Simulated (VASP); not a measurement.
# Rh in VASP: a series of runs, part 2 of 2

VASP 6.6.1. Earlier steps stand in the parts before.

## Step 4: Single point, PBEsol (strain -0.025 along x and y, -0.025 along z)

INCAR reads:

```
SYSTEM = Rh
  PREC = Accurate
  ENCUT = 520
  EDIFF = 1E-6
  ISMEAR = 0
  SIGMA = 0.15
  LREAL = .FALSE.
  LASPH = .TRUE.
  NELM = 60
  ALGO = Fast
  ISIF = 2
  LWAVE = .FALSE.
  LCHARG = .FALSE.
  GGA = PS
  NBANDS = 14
```

KPOINTS reads:

```
regular mesh
0
G
  22 22 22
  0 0 0
```

POSCAR reads:

```
Rh
1.0
    0.0000000000      1.8540112500      1.8540112500
    1.8540112500      0.0000000000      1.8540112500
    1.8540112500      1.8540112500      0.0000000000
Rh
1
Direct
    0.0000000000      0.0000000000      0.0000000000
```

Potentials or basis: VASP PAW PBE potentials, release 64 (Rh_pv).

On the command line:

```console
$ cat potpaw_PBE.64/Rh_pv/POTCAR > POTCAR
$ mpirun -np 1 vasp_std > vasp.out
```

OUTCAR:

```text
SYSTEM = Rh
   PREC = Accurate
   ENCUT = 520
   EDIFF = 1E-6
   ISMEAR = 0
   LREAL = .FALSE.
   LASPH = .TRUE.
   NELM = 60
   ISIF = 2
   GGA = PS

 ion  position               nearest neighbor table
   1  0.000  0.000  0.000-

  LATTYP: Found a face centered cubic cell.
 ALAT       =     3.7080225000

  Lattice vectors:

 A1 = (   0.0000000000,   1.8540112500,   1.8540112500)
 A2 = (   1.8540112500,   0.0000000000,   1.8540112500)
 A3 = (   1.8540112500,   1.8540112500,   0.0000000000)

Analysis of symmetry for initial positions (statically):
=====================================================================
 Subroutine PRICEL returns:
 Original cell was already a primitive cell.

 Routine SETGRP: Setting up the symmetry group for a
 face centered cubic supercell.

 Subroutine GETGRP returns: Found 48 space group operations
 (whereof 48 operations were pure point group operations)
 out of a pool of 48 trial point group operations.

The static configuration has the point symmetry O_h .

Analysis of symmetry for dynamics (positions and initial velocities):
=====================================================================
 Subroutine PRICEL returns:
 Original cell was already a primitive cell.

 Routine SETGRP: Setting up the symmetry group for a
 face centered cubic supercell.

 Subroutine GETGRP returns: Found 48 space group operations
 (whereof 48 operations were pure point group operations)
 out of a pool of 48 trial point group operations.

The dynamic configuration has the point symmetry O_h .

 Subroutine INISYM returns: Found 48 space group operations
 (whereof 48 operations are pure point group operations),
 and found     1 'primitive' translations

----------------------------------------------------------------------------------------

                                     Primitive cell

  volume of cell :      12.7458

  direct lattice vectors                    reciprocal lattice vectors
     0.000000000  1.854011250  1.854011250    -0.269685526  0.269685526  0.269685526
     1.854011250  0.000000000  1.854011250     0.269685526 -0.269685526  0.269685526
     1.854011250  1.854011250  0.000000000     0.269685526  0.269685526 -0.269685526

  length of vectors
     2.621967855  2.621967855  2.621967855     0.467109034  0.467109034  0.467109034

  position of ions in fractional coordinates (direct lattice)
     0.000000000  0.000000000  0.000000000

  ion indices of the primitive-cell ions
   primitive index   ion index
                 1           1

----------------------------------------------------------------------------------------

 KPOINTS: regular mesh

Automatic generation of k-mesh.
 Grid dimensions read from file:
 generate k-points for:   22   22   22

 Generating k-lattice:

  Cartesian coordinates                     Fractional coordinates (reciprocal lattice)
    -0.012258433  0.012258433  0.012258433     0.045454545  0.000000000  0.000000000
     0.012258433 -0.012258433  0.012258433     0.000000000  0.045454545  0.000000000
     0.012258433  0.012258433 -0.012258433     0.000000000  0.000000000  0.045454545

  Length of vectors
     0.021232229  0.021232229  0.021232229

  Shift w.r.t. Gamma in fractional coordinates (k-lattice)
     0.000000000  0.000000000  0.000000000

 Subroutine IBZKPT returns following result:
 ===========================================

 Found    328 irreducible k-points:

 Following reciprocal coordinates:
            Coordinates               Weight
  0.000000  0.000000  0.000000      1.000000
  0.045455  0.000000  0.000000      8.000000
  0.090909  0.000000  0.000000      8.000000
  0.136364  0.000000  0.000000      8.000000
  0.181818  0.000000  0.000000      8.000000
  0.227273  0.000000  0.000000      8.000000
[... 16 lines left out ...]
  0.500000  0.045455  0.000000     24.000000
 -0.454545  0.045455  0.000000     24.000000
 [... further k-points ...]
   k-points           NKPTS =    328   k-points in BZ     NKDIM =    328   number of bands    NBANDS=     14
   number of dos      NEDOS =    301   number of ions     NIONS =      1
   total plane-waves  NPLWV =   8000
   dimension x,y,z NGX =    20 NGY =   20 NGZ =   20
   dimension x,y,z NGXF=    40 NGYF=   40 NGZF=   40
   ions per type =               1
   NGX,Y,Z   is equivalent  to a cutoff of  12.68, 12.68, 12.68 a.u.
   NGXF,Y,Z  is equivalent  to a cutoff of  25.36, 25.36, 25.36 a.u.
 SYSTEM =  Rh
   PREC   = accura    normal or accurate (medium, high low for compatibility)
   ISTART =      0    job   : 0-new  1-cont  2-samecut
   ICHARG =      2    charge: 1-file 2-atom 10-const
   ISPIN  =      1    spin polarized calculation?
   LNONCOLLINEAR =      F non collinear calculations
   LSORBIT =      F    spin-orbit coupling
   LASPH  =      T    aspherical Exc in radial PAW
   ENCUT  =  520.0 eV  38.22 Ry    6.18 a.u.   4.88  4.88  4.88*2*pi/ulx,y,z
   NELM   =     60;   NELMIN=  2; NELMDL= -5     # of ELM steps
   EDIFF  = 0.1E-05   stopping-criterion for ELM
   LREAL  =      F    real-space projection
   EDIFFG = 0.1E-04   stopping-criterion for IOM
   NSW    =      0    number of steps for IOM
   IBRION =     -1    ionic relax: 0-MD 1-quasi-New 2-CG
   NFREE  =      0    steps in history (QN), initial steepest desc. (CG)
   ISIF   =      2    stress and relaxation
   ISYM   =      2    0-nonsym 1-usesym 2-fastsym
   POTIM  = 0.5000    time-step for ionic-motion
   TEBEG  =    0.0;   TEEND  =   0.0 temperature during run
   PSTRESS=    0.0 pullay stress
   NELECT =      15.0000    total number of electrons
   NUPDOWN=      -1.0000    fix difference up-down
   EMIN   =  10.00;   EMAX   =-10.00  energy-range for DOS
   EFERMI =   0.00;   METHOD = LEGACY
   ISMEAR =     0;   SIGMA  =   0.15  broadening in eV -4-tet -1-fermi 0-gaus
   EFERMI_NEDOS =   21; number of points for ismear=-14 and -15
   IALGO  =     68    algorithm
   IMIX   =      4    mixing-type and parameters
     AMIX     =   0.40;   BMIX     =  1.00
     AMIX_MAG =   1.60;   BMIX_MAG =  1.00
  volume/ion in A,a.u.               =      12.75        86.01
  Fermi-wavevector in a.u.,A,eV,Ry     =   1.728421  3.266242 40.646581  2.987439
  Thomas-Fermi vector in A             =   2.803359
   LORBIT       =      0    0 simple, 1 ext, 2 COOP (PROOUT), +10 PAW based schemes
   GGA     = PS    functional components
   LHFCALC =     F    Hartree Fock is set to
   AEXX    =    0.0000 exact exchange contribution
   IVDW    =     0    specifies the selected vdW correction
   LEPSILON=     F    determine dielectric tensor
   LRPA    =     F    only Hartree local field effects (RPA)
 non-spin polarized calculation
 RMM-DIIS sequential band-by-band and
 Gauss-broadening in eV      SIGMA  =   0.15
  energy-cutoff  :      520.00
  volume of cell :       12.75
 maximum number of plane-waves:       354
   NGX =  9   NGY =  9   NGZ =  9

 number of electron      14.9999994 magnetization

 Free energy of the ion-electron system (eV)
  ---------------------------------------------------
  ext. energy  EPLUGINS =         0.00000000
  ---------------------------------------------------
  free energy    TOTEN  =        -8.10065560 eV

  energy without entropy =       -8.08737985  energy(sigma->0) =       -8.09401772

 E-fermi :  13.2022     XC(G=0): -14.7117

 val. band max:       13.2007100434   @ k =   0.3182   0.1818   0.0455
 cond. band min:      13.2029549554   @ k =   0.3182   0.2727   0.0455
 fundamental gap:      0.0022449120
 Fermi energy:        13.2022499019

 k-point     1 :       0.0000    0.0000    0.0000
  band No.  band energies     occupation
      1     -33.2625      2.00000
      2     -33.2625      2.00000
      3     -33.2625      2.00000
      4       4.5776      2.00000
      5       9.7226      2.00000
      6       9.7226      2.00000
      7       9.7226      2.00000
      8      12.1018      2.00000
      9      12.1018      2.00000
     10      29.0478      0.00000
     11      33.3529      0.00000
     12      34.9393      0.00000
     13      34.9393      0.00000
     14      34.9393      0.00000
[... 375 lines left out ...]
 k-point    24 :      -0.4545    0.0455    0.0000
  band No.  band energies     occupation
      1     -34.2030      2.00000
      2     -33.4075      2.00000
      3     -33.3926      2.00000
      4       6.4514      2.00000
      5       9.5850      2.00000
      6       9.6978      2.00000
      7      12.8373      1.99942
      8      13.7626      0.00000
      9      14.7438      0.00000
     10      22.7745      0.00000
     11      28.7642      0.00000
     12      33.3562      0.00000
     13      34.7991      0.00000
     14      35.2568      0.00000

 [... further k-points ...]
[... 5 lines left out ...]
  --------------------------------------------------------------------------------------
  -------------------------------------------------------------------------------------
  Total        1.5693528      1.5693528      1.5693528      0.0000000      0.0000000     -0.0000000
  in kB      197.2713748    197.2713748    197.2713748      0.0000000      0.0000000     -0.0000000
  external PRESSURE =     197.2713748 kB  Pullay stress =       0.0000000 kB

 VOLUME and BASIS-vectors are now :
 -----------------------------------------------------------------------------
  energy-cutoff  :      520.00
  volume of cell :       12.75
      direct lattice vectors                 reciprocal lattice vectors
     0.000000000  1.854011250  1.854011250    -0.269685526  0.269685526  0.269685526
     1.854011250  0.000000000  1.854011250     0.269685526 -0.269685526  0.269685526
     1.854011250  1.854011250  0.000000000     0.269685526  0.269685526 -0.269685526

 POSITION                                       TOTAL-FORCE (eV/Angst)
 -----------------------------------------------------------------------------------
      0.00000      0.00000      0.00000        -0.000000     -0.000000     -0.000000
 -----------------------------------------------------------------------------------
    total drift:                                0.000000     -0.000000     -0.000000

  FREE ENERGIE OF THE ION-ELECTRON SYSTEM (eV)
  ---------------------------------------------------
  free  energy   TOTEN  =        -8.1006556004 eV

  energy  without entropy=       -8.0873798462  energy(sigma->0) =       -8.09401772
```

OSZICAR:

```text
N       E                     dE             d eps       ncg     rms          rms(c)
DAV:   1     0.119011505239E+03    0.11901E+03   -0.86959E+03  9248   0.117E+03
DAV:   2    -0.715359305308E+01   -0.12617E+03   -0.12059E+03 10342   0.344E+02
DAV:   3    -0.870540651857E+01   -0.15518E+01   -0.15496E+01 10744   0.417E+01
DAV:   4    -0.871066125183E+01   -0.52547E-02   -0.52546E-02 10354   0.249E+00
DAV:   5    -0.871070314991E+01   -0.41898E-04   -0.41898E-04 10510   0.195E-01    0.134E+01
RMM:   6    -0.813399472137E+01    0.57671E+00   -0.84883E-01  9839   0.908E+00    0.467E+00
RMM:   7    -0.810570154028E+01    0.28293E-01   -0.47430E-02  9938   0.231E+00    0.186E+00
RMM:   8    -0.810112627095E+01    0.45753E-02   -0.89213E-03 10801   0.110E+00    0.338E-01
RMM:   9    -0.810064314816E+01    0.48312E-03   -0.97322E-04 11328   0.366E-01    0.166E-02
RMM:  10    -0.810065749502E+01   -0.14347E-04   -0.12822E-04 11335   0.145E-01    0.173E-02
RMM:  11    -0.810065565255E+01    0.18425E-05   -0.73279E-06 10757   0.344E-02    0.378E-03
RMM:  12    -0.810065560040E+01    0.52149E-07   -0.16502E-06  8338   0.163E-02
   1 F= -.81006556E+01 E0= -.80940177E+01  d E =-.132758E-01
```

Wall time 40 s (1 thread of Intel Xeon 6975P-C, shared host); peak memory 0.17 GiB.

Results:

* Free energy: -8.1007 eV
* Pressure: 19.7 GPa

Levels at points of the mesh, in eV from the Fermi level:
| k point | band 4 | band 5 | band 6 | band 7 | band 8 | band 9 | band 10 | band 11 |
| --- | --- | --- | --- | --- | --- | --- | --- | --- |
| (0.00, 0.00, 0.00) | -8.62 | -3.48 | -3.48 | -3.48 | -1.10 | -1.10 | 15.85 | 20.15 |
| (0.50, 0.00, 0.00) | -6.83 | -3.57 | -3.57 | 0.58 | 0.67 | 0.67 | 9.41 | 15.38 |
| (0.50, 0.50, 0.00) | -7.10 | -6.70 | 0.65 | 1.14 | 1.14 | 3.29 | 13.24 | 13.68 |

Caveat: the cell differs from its parent crystal (strain -0.025 along x and y, -0.025 along z); the PAW data sets were made with another functional, which shifts forces and pressure a little.

## Step 5: The runs side by side

| cell | gap on the mesh (eV) | pressure (GPa) |
| --- | --- | --- |
| a = 2.589, b = 2.589, c = 2.555 Å, angles 60.4, 60.4, 59.1°, 1 atom | none | 42.9 |
| a = 2.555 Å, angles 60.0°, 1 atom | none | 56.5 |
| a = 2.622 Å, angles 60.0°, 1 atom | none | 19.7 |

Alike in all rows: task single point; level PBEsol; potentials or basis VASP PAW PBE potentials, release 64 (Rh_pv); no spin polarisation; k mesh 22 × 22 × 22; cutoff (eV) 520; smearing gaussian 0.15 eV.

Caveats: the PAW data sets were made with another functional, which shifts forces and pressure a little.

Total energies depend on the potentials used, so only differences within one code and one set of settings carry meaning.
